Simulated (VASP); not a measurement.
Here is a VASP 6.6.1 calculation.

The input INCAR:

```
SYSTEM = CdTe
ALGO = Normal
EDIFF = 1E-8
ENCUT = 520
GGA = PE
ISIF = 2
ISMEAR = -1
LASPH = .TRUE.
LCHARG = .FALSE.
LEFG = .TRUE.
LREAL = .FALSE.
LWAVE = .FALSE.
NBANDS = 26
NELM = 80
PREC = Accurate
SIGMA = 0.05
```

File KPOINTS:

```
k-points
0
G
  9 9 6
  0 0 0
```

Contents of POSCAR:

```
CdTe
1.0
    3.0027164828     -3.0314359883      0.0000000000
    3.0027164828      3.0314359883      0.0000000000
    0.0000000000      0.0000000000      5.9663180922
Cd Te
2 2
Direct
    0.2770300000      0.7229700000      0.7500000000
    0.7229700000      0.2770300000      0.2500000000
    0.7661370000      0.2338630000      0.7500000000
    0.2338630000      0.7661370000      0.2500000000
```

Potentials or basis: VASP PAW PBE potentials, release 64 (Cd, Te).

Command:

```bash
$ cat potpaw_PBE.64/Cd/POTCAR potpaw_PBE.64/Te/POTCAR > POTCAR
$ mpirun -np 1 vasp_std > vasp.out
```

(1) What does it give for the pressure?

(2) Predict the band gap on the k mesh.

(3) What does it give for the largest force?

Answers

(1) 3.2 GPa.

(2) zero (band 18 reaches 4.50 eV, above the bottom of band 19 at 3.27 eV).

(3) 0.076 eV/Å.

Caveat: without QUAD_EFG the Cq values of the log hold for a quadrupole moment of 1 mb, not for the nuclei; spin-orbit coupling is left out, which moves the levels of the heavy elements.
